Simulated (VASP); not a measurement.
A run of VASP 6.6.1 is set up as follows.

INCAR

```
SYSTEM = Sc
PREC = Accurate
ENCUT = 600
EDIFF = 1E-6
ISMEAR = -1
SIGMA = 0.1
LREAL = .False.
LASPH = .True.
NELM = 60
ALGO = Normal
ISIF = 3
LWAVE = .False.
LCHARG = .False.
GGA = PE
IBRION = 2
NSW = 60
EDIFFG = -0.005
PSTRESS = 890.0
```

The input KPOINTS:

```
Automatic mesh
0
Gamma
  17 17 9
  0 0 0
```

Contents of POSCAR:

```
Sc
1.0
    2.6297681600      0.0000000000      0.0000000000
   -1.3148840800      2.2774460326      0.0000000000
    0.0000000000      0.0000000000      4.2602244192
Sc
2
Direct
    0.3333333333      0.6666666667      0.2500000000
    0.6666666667      0.3333333333      0.7500000000
```

Potentials or basis: VASP PAW PBE potentials, release 64 (Sc_sv).

Launch:

```bash
$ cat potpaw_PBE.64/Sc_sv/POTCAR > POTCAR
$ mpirun -np 1 vasp_std > vasp.out
```

Task: What does it give for the space group after relaxing (to 0.05 Å)?

Result: P6_3/mmc (No. 194).

Task: Predict the relaxed volume.

Result: 12.95 Å³/atom.

Task: Estimate the band gap on the k mesh.

Result: Zero (band 11 reaches 10.63 eV, above the bottom of band 12 at 7.96 eV).

Task: Estimate the relaxed cell.

Result: a = 2.643 Å, b = 2.643 Å, c = 4.281 Å, α = 90.00°, β = 90.00°, γ = 120.00°.

Final structure:
```
Sc
1.0
     2.64297    0.00000    0.00000
    -1.32149    2.28888    0.00000
     0.00000    0.00000    4.28138
Sc
2
Cartesian
  0.0000 1.5259 1.0703
  1.3215 0.7630 3.2110
```

Caveat: the cell is relaxed towards a set pressure, so the enthalpy falls and the energy may rise.
